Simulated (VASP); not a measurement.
Here is a VASP 6.6.1 calculation.

INCAR

```
PREC     = Accurate       # precision mode
ENCUT    = 520            # plane-wave cutoff, eV
EDIFF    = 1E-6           # SCF threshold, eV
ISMEAR   = 0              # smearing method
SIGMA    = 0.15           # smearing width, eV
LREAL    = False          # projectors in reciprocal space
LASPH    = True           # aspherical terms in the spheres
NELM     = 60             # most SCF steps
ALGO     = Normal         # electronic algorithm
ISIF     = 2              # what is computed and relaxed
LWAVE    = False          # write WAVECAR
LCHARG   = False          # write CHGCAR
GGA      = PE             # functional
IVDW     = 12             # dispersion correction
NBANDS   = 16             # bands
```

The input KPOINTS:

```
regular mesh
0
Gamma
  24 24 8
```

POSCAR

```
C
1.0
    2.2677812922      0.0000000000      0.0000000000
   -1.1338906461      1.9639562093      0.0000000000
    0.0000000000      0.0000000000      7.2775072412
C
4
Direct
    0.0000000000      0.0000000000      0.0025000000
    0.0000000000      0.0000000000      0.5025000000
    0.3333333333      0.6666666667      0.0025000000
    0.6666666667      0.3333333333      0.5025000000
```

Potentials or basis: VASP PAW PBE potentials, release 64 (C).

Command:

```bash
$ cat potpaw_PBE.64/C/POTCAR > POTCAR
$ mpirun -np 1 vasp_std > vasp.out
```

(1) Predict the pressure.

(2) What does it give for the dispersion energy per atom?

(3) Predict the band gap on the k mesh.

Answers

(1) 90.3 GPa.

(2) -0.129 eV.

(3) zero (band 8 reaches 5.53 eV, above the bottom of band 9 at 5.53 eV).

Caveat: the cell differs from its parent crystal (strain -0.080 along x and y, +0.080 along z).
